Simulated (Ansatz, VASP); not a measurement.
SiNi: VASP beside Ansatz

Contents of INCAR:

```
ALGO = Normal
EDIFF = 1E-6
ENCUT = 590
GGA = PS
GGA_COMPAT = F
ISIF = 2
ISMEAR = -1
ISPIN = 2
LASPH = T
LCHARG = F
LDAU = T
LDAUJ = 0 0
LDAUL = 2 -1
LDAUPRINT = 1
LDAUTYPE = 2
LDAUU = 3 0
LMAXMIX = 4
LORBIT = 11
LREAL = F
LWAVE = F
MAGMOM = 1 1 1 1 0 0 0 0
NBANDS = 58
NELM = 200
PREC = Accurate
SIGMA = 0.05
```

Contents of KPOINTS:

```
k-points
0
Gamma
  6 6 6
```

The input POSCAR:

```
SiNi
1.0
    4.5036940000      0.0000000000      0.0000000000
    0.0000000000      4.5036940000      0.0000000000
    0.0000000000      0.0000000000      4.5036940000
Ni Si
4 4
Direct
    0.1495040000      0.1495040000      0.1495040000
    0.6495040000      0.3504960000      0.8504960000
    0.8504960000      0.6495040000      0.3504960000
    0.3504960000      0.8504960000      0.6495040000
    0.8468300000      0.8468300000      0.8468300000
    0.3468300000      0.6531700000      0.1531700000
    0.1531700000      0.3468300000      0.6531700000
    0.6531700000      0.1531700000      0.3468300000
```

The input input.yaml:

```yaml
crystal:
  lattice:
    - [4.503694, 0.0, 0.0]
    - [0.0, 4.503694, 0.0]
    - [0.0, 0.0, 4.503694]
  atoms:
    - { symbol: Ni, position: [0.149504, 0.149504, 0.149504], spin: 1.0 }
    - { symbol: Ni, position: [0.649504, 0.350496, 0.850496], spin: 1.0 }
    - { symbol: Ni, position: [0.850496, 0.649504, 0.350496], spin: 1.0 }
    - { symbol: Ni, position: [0.350496, 0.850496, 0.649504], spin: 1.0 }
    - { symbol: Si, position: [0.84683, 0.84683, 0.84683] }
    - { symbol: Si, position: [0.34683, 0.65317, 0.15317] }
    - { symbol: Si, position: [0.15317, 0.34683, 0.65317] }
    - { symbol: Si, position: [0.65317, 0.15317, 0.34683] }
hamiltonian:
  xc: pbesol
  pseudopotentials: { kind: paw }
  hubbard: { sites: [{ species: Ni, l: d, u_eff: 3.0 }] }
magnetization:
  spin_polarized: true
kpoints:
  mp_grid: { grid: [6, 6, 6] }
  band_path:
    path:
      - [[0.0, 0.0, 0.0], [0.0, 0.5, 0.0], [0.5, 0.5, 0.0], [0.0, 0.0, 0.0], [0.5, 0.5, 0.5], [0.0, 0.5, 0.0]]
      - [[0.5, 0.5, 0.0], [0.5, 0.5, 0.5]]
    npoints: 10
scf:
  occupations: { method: fermi_dirac, width: 0.05 }
  n_extra_bands: 20
output:
  forces: true
  stress: true
  eigenvalues: true
  fatbands: false
```

Alike in both runs: functional PBEsol; k mesh 6 × 6 × 6; occupations fermi-dirac, width 0.05 eV; collinear spin; Hubbard terms Ni d U = 3.0 eV.

```csv
,VASP,Ansatz
version,VASP 6.6.1,Ansatz 0.2.0
potentials or method,"VASP PAW PBE potentials, release 64 (Ni_sv_GW, Si)",Ansatz PAW
plane-wave cutoff (eV),590,420
valence electrons in the cell,88,88
task,single point,band structure
```

```tsv
	VASP	Ansatz	Ansatz less VASP
gap on the k mesh at the Fermi level (eV)	none	none	-
pressure (GPa)	-8.2	-5.4	+2.74
rms of the force components (eV/Å)	0.038	0.035	-0.0023
net moment per atom (μB)	0.00	0.00	0.000
```

VASP's potentials were made for PBE, not for PBEsol. The programs project onto different local orbitals, so the same U acts differently, and such runs can settle in different states. Atom by atom the forces differ by 0.011 eV/Å (rms over components). A gap of «none» marks a metal or a gap that the smearing closes.

Noted on Ansatz's run: the magnetic or orbital state may not be the lowest.
